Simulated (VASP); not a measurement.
# Ge (Im-3m) in VASP: relaxation of cell and atoms with LDA

Aim: the relaxation of cell and atoms of Ge with LDA.

Everything below comes from runs of VASP 6.6.1. Logs are shortened: lines on timing, memory, paths and dates and some standing lists are left out, and cuts for length are marked.

### 1 The cell of the first run

The structure is cubic, space group Im-3m (No. 229). The conventional cell has a = 3.362 Å, b = 3.362 Å, c = 3.362 Å, α = 90.00°, β = 90.00°, γ = 90.00°. Ge (site symmetry m-3m) has 14 Ge at 2.91 to 3.36 Å within 3.8 Å.

This isn't the form of Ge at room conditions, which is diamond.

### 2 Relaxation of cell and atoms, LDA

File INCAR:

```
SYSTEM = Ge
PREC = Accurate ; ENCUT = 600
EDIFF = 1E-6 ; ISMEAR = -1
SIGMA = 0.08 ; LREAL = .FALSE.
LASPH = .TRUE. ; NELM = 100
ALGO = Normal ; ISIF = 3
LWAVE = .FALSE. ; LCHARG = .FALSE.
GGA = CA ; IBRION = 2
NSW = 60 ; EDIFFG = -0.005
```

File KPOINTS:

```
regular mesh
0
G
  19 19 19
  0 0 0
```

File POSCAR:

```
Ge
1.0
   -1.6809877034      1.6809877034      1.6809877034
    1.6809877034     -1.6809877034      1.6809877034
    1.6809877034      1.6809877034     -1.6809877034
Ge
1
Direct
    0.0000000000      0.0000000000      0.0000000000
```

Potentials or basis: VASP PAW LDA potentials, release 64 (Ge_d).

Run with:

```sh
$ cat potpaw_LDA.64/Ge_d/POTCAR > POTCAR
$ mpirun -np 1 vasp_std > vasp.out
```

OUTCAR:

```text
SYSTEM = Ge
   PREC = Accurate
   ENCUT = 600
   EDIFF = 1E-6
   ISMEAR = -1
   LREAL = .FALSE.
   LASPH = .TRUE.
   NELM = 100
   ISIF = 3
   GGA = CA
   IBRION = 2
   NSW = 60
   EDIFFG = -0.005

 ion  position               nearest neighbor table
   1  0.000  0.000  0.000-

  LATTYP: Found a body centered cubic cell.
 ALAT       =     3.3619754068

  Lattice vectors:

 A1 = (  -1.6809877034,   1.6809877034,   1.6809877034)
 A2 = (   1.6809877034,  -1.6809877034,   1.6809877034)
 A3 = (   1.6809877034,   1.6809877034,  -1.6809877034)

Analysis of symmetry for initial positions (statically):
=====================================================================
 Subroutine PRICEL returns:
 Original cell was already a primitive cell.

 Routine SETGRP: Setting up the symmetry group for a
 body centered cubic supercell.

 Subroutine GETGRP returns: Found 48 space group operations
 (whereof 48 operations were pure point group operations)
 out of a pool of 48 trial point group operations.

The static configuration has the point symmetry O_h .

Analysis of symmetry for dynamics (positions and initial velocities):
=====================================================================
 Subroutine PRICEL returns:
 Original cell was already a primitive cell.

 Routine SETGRP: Setting up the symmetry group for a
 body centered cubic supercell.

 Subroutine GETGRP returns: Found 48 space group operations
 (whereof 48 operations were pure point group operations)
 out of a pool of 48 trial point group operations.

The dynamic configuration has the point symmetry O_h .

 Subroutine INISYM returns: Found 48 space group operations
 (whereof 48 operations are pure point group operations),
 and found     1 'primitive' translations

----------------------------------------------------------------------------------------

                                     Primitive cell

  volume of cell :      19.0000

  direct lattice vectors                    reciprocal lattice vectors
    -1.680987703  1.680987703  1.680987703     0.000000000  0.297444175  0.297444175
     1.680987703 -1.680987703  1.680987703     0.297444175  0.000000000  0.297444175
     1.680987703  1.680987703 -1.680987703     0.297444175  0.297444175  0.000000000

  length of vectors
     2.911556109  2.911556109  2.911556109     0.420649586  0.420649586  0.420649586

  position of ions in fractional coordinates (direct lattice)
     0.000000000  0.000000000  0.000000000

  ion indices of the primitive-cell ions
   primitive index   ion index
                 1           1

----------------------------------------------------------------------------------------

 KPOINTS: regular mesh

Automatic generation of k-mesh.
 Grid dimensions read from file:
 generate k-points for:   19   19   19

 Generating k-lattice:

  Cartesian coordinates                     Fractional coordinates (reciprocal lattice)
     0.000000000  0.015654957  0.015654957     0.052631579  0.000000000  0.000000000
     0.015654957  0.000000000  0.015654957     0.000000000  0.052631579  0.000000000
     0.015654957  0.015654957  0.000000000     0.000000000  0.000000000  0.052631579

  Length of vectors
     0.022139452  0.022139452  0.022139452

  Shift w.r.t. Gamma in fractional coordinates (k-lattice)
     0.000000000  0.000000000  0.000000000

 Subroutine IBZKPT returns following result:
 ===========================================

 Found    220 irreducible k-points:

 Following reciprocal coordinates:
            Coordinates               Weight
  0.000000  0.000000  0.000000      1.000000
  0.052632  0.000000  0.000000     12.000000
  0.105263  0.000000  0.000000     12.000000
  0.157895  0.000000  0.000000     12.000000
  0.210526  0.000000  0.000000     12.000000
  0.263158  0.000000  0.000000     12.000000
[... 16 lines left out ...]
  0.263158  0.105263  0.000000     48.000000
  0.315789  0.105263  0.000000     48.000000
 [... further k-points ...]
   k-points           NKPTS =    220   k-points in BZ     NKDIM =    220   number of bands    NBANDS=     11
   number of dos      NEDOS =    301   number of ions     NIONS =      1
   total plane-waves  NPLWV =  13824
   dimension x,y,z NGX =    24 NGY =   24 NGZ =   24
   dimension x,y,z NGXF=    48 NGYF=   48 NGZF=   48
   ions per type =               1
   NGX,Y,Z   is equivalent  to a cutoff of  13.70, 13.70, 13.70 a.u.
   NGXF,Y,Z  is equivalent  to a cutoff of  27.41, 27.41, 27.41 a.u.
 SYSTEM =  Ge
   PREC   = accura    normal or accurate (medium, high low for compatibility)
   ISTART =      0    job   : 0-new  1-cont  2-samecut
   ICHARG =      2    charge: 1-file 2-atom 10-const
   ISPIN  =      1    spin polarized calculation?
   LNONCOLLINEAR =      F non collinear calculations
   LSORBIT =      F    spin-orbit coupling
   LASPH  =      T    aspherical Exc in radial PAW
   ENCUT  =  600.0 eV  44.10 Ry    6.64 a.u.   5.82  5.82  5.82*2*pi/ulx,y,z
   NELM   =    100;   NELMIN=  2; NELMDL= -5     # of ELM steps
   EDIFF  = 0.1E-05   stopping-criterion for ELM
   LREAL  =      F    real-space projection
   EDIFFG = -.5E-02   stopping-criterion for IOM
   NSW    =     60    number of steps for IOM
   IBRION =      2    ionic relax: 0-MD 1-quasi-New 2-CG
   NFREE  =      1    steps in history (QN), initial steepest desc. (CG)
   ISIF   =      3    stress and relaxation
   ISYM   =      2    0-nonsym 1-usesym 2-fastsym
   POTIM  = 0.5000    time-step for ionic-motion
   TEBEG  =    0.0;   TEEND  =   0.0 temperature during run
   PSTRESS=    0.0 pullay stress
   NELECT =      14.0000    total number of electrons
   NUPDOWN=      -1.0000    fix difference up-down
   EMIN   =  10.00;   EMAX   =-10.00  energy-range for DOS
   EFERMI =   0.00;   METHOD = LEGACY
   ISMEAR =    -1;   SIGMA  =   0.08  broadening in eV -4-tet -1-fermi 0-gaus
   EFERMI_NEDOS =   21; number of points for ismear=-14 and -15
   IALGO  =     38    algorithm
   IMIX   =      4    mixing-type and parameters
     AMIX     =   0.40;   BMIX     =  1.00
     AMIX_MAG =   1.60;   BMIX_MAG =  1.00
  volume/ion in A,a.u.               =      19.00       128.22
  Fermi-wavevector in a.u.,A,eV,Ry     =   1.478653  2.794249 29.747983  2.186415
  Thomas-Fermi vector in A             =   2.592908
   LORBIT       =      0    0 simple, 1 ext, 2 COOP (PROOUT), +10 PAW based schemes
   GGA     = CA    functional components
   LHFCALC =     F    Hartree Fock is set to
   AEXX    =    0.0000 exact exchange contribution
   IVDW    =     0    specifies the selected vdW correction
   LEPSILON=     F    determine dielectric tensor
   LRPA    =     F    only Hartree local field effects (RPA)
 conjugate gradient relaxation of ions
 non-spin polarized calculation
  energy-cutoff  :      600.00
  volume of cell :       19.00
 maximum number of plane-waves:       650
   NGX = 11   NGY = 11   NGZ = 11

--------------------------------------- Ionic step        1  -------------------------------------------

 number of electron      14.0000001 magnetization

 Free energy of the ion-electron system (eV)
  ---------------------------------------------------
  ext. energy  EPLUGINS =         0.00000000
  ---------------------------------------------------
  free energy    TOTEN  =        -4.87487978 eV

  energy without entropy =       -4.86526729  energy(sigma->0) =       -4.87007354

------------------------ aborting loop because EDIFF is reached ----------------------------------------

  FORCE on cell =-STRESS in cart. coord.  units (eV):
  Direction    XX          YY          ZZ          XY          YZ          ZX
  --------------------------------------------------------------------------------------
  -------------------------------------------------------------------------------------
  Total       -0.4799292     -0.4799292     -0.4799292      0.0000000     -0.0000000      0.0000000
  in kB      -40.4700906    -40.4700906    -40.4700906      0.0000000     -0.0000000      0.0000000
  external PRESSURE =     -40.4700906 kB  Pullay stress =       0.0000000 kB
[... 55 lines left out ...]
  energy  without entropy=       -4.8803764184  energy(sigma->0) =       -4.88491003

--------------------------------------- Ionic step        3  -------------------------------------------

 number of electron      14.0000005 magnetization

 Free energy of the ion-electron system (eV)
  ---------------------------------------------------
  ext. energy  EPLUGINS =         0.00000000
  ---------------------------------------------------
  free energy    TOTEN  =        -4.88988640 eV

  energy without entropy =       -4.88074961  energy(sigma->0) =       -4.88531800

 E-fermi :   7.0846     XC(G=0): -11.8585

 val. band max:        7.0183081055   @ k =  -0.3684   0.3684   0.3158
 cond. band min:       7.0961674525   @ k =  -0.4737   0.4737   0.3684
 fundamental gap:      0.0778593470
 Fermi energy:         7.0846334599

 k-point     1 :       0.0000    0.0000    0.0000
  band No.  band energies     occupation
      1     -17.7466      2.00000
      2     -17.7466      2.00000
      3     -17.7466      2.00000
      4     -17.6452      2.00000
      5     -17.6452      2.00000
      6      -6.5174      2.00000
      7      16.6913      0.00000
      8      16.6913      0.00000
      9      16.6913      0.00000
     10      22.5433      0.00000
     11      22.5433      0.00000
[... 309 lines left out ...]
 k-point    24 :       0.3158    0.1053    0.0000
  band No.  band energies     occupation
      1     -17.7703      2.00000
      2     -17.7313      2.00000
      3     -17.6578      2.00000
      4     -17.6500      2.00000
      5     -17.6139      2.00000
      6      -2.5857      2.00000
      7       4.9211      2.00000
      8      10.4996      0.00000
      9      13.3785      0.00000
     10      18.0908      0.00000
     11      20.0948      0.00000

 [... further k-points ...]
[... 5 lines left out ...]
  --------------------------------------------------------------------------------------
  -------------------------------------------------------------------------------------
  Total       -0.0025604     -0.0025604     -0.0025604     -0.0000000      0.0000000      0.0000000
  in kB       -0.2296181     -0.2296181     -0.2296181     -0.0000000      0.0000000      0.0000000
  external PRESSURE =      -0.2296181 kB  Pullay stress =       0.0000000 kB
[... 16 lines left out ...]
  FREE ENERGIE OF THE ION-ELECTRON SYSTEM (eV)
  ---------------------------------------------------
  free  energy   TOTEN  =        -4.8898864003 eV

  energy  without entropy=       -4.8807496068  energy(sigma->0) =       -4.88531800

 reached required accuracy - stopping structural energy minimisation
```

Wall time 53 s (1 thread of Intel Xeon 8259CL, shared host); peak memory 0.18 GiB.

What came out:

* Free energy: -4.8899 eV
* Relaxed volume: 17.87 Å³/atom
* Relaxed cell: a = 2.852 Å, b = 2.852 Å, c = 2.852 Å, α = 109.47°, β = 109.47°, γ = 109.47°
* Space group after relaxing (to 0.1 Å): Im-3m (No. 229)
* Energy gained by relaxing: 15.0 meV/atom
* Ionic steps: 3
* Pressure after relaxing: 0.0 GPa
* Band gap on the k mesh: zero (bands 7 and 8 overlap by 12.72 eV)

Step by step:
| step | energy change (eV) | largest force (eV/Å) | pressure (GPa) | volume (Å³) |
| --- | --- | --- | --- | --- |
| 1 | 0.0000 | 0.0000 | -4.05 | 19.00 |
| 2 | -0.0146 | 0.0000 | 0.64 | 17.71 |
| 3 | -0.0150 | 0.0000 | -0.02 | 17.87 |

Final structure:
```
Ge
1.0
    -1.64684    1.64684    1.64684
     1.64684   -1.64684    1.64684
     1.64684    1.64684   -1.64684
Ge
1
Direct
  0.00000 0.00000 0.00000
```

Levels at points of the mesh, in eV from the Fermi level:
```
           k point  band 5  band 6  band 7  band 8  band 9  band 10
(0.00, 0.00, 0.00)  -24.73  -13.60    9.61    9.61    9.61    15.46
```
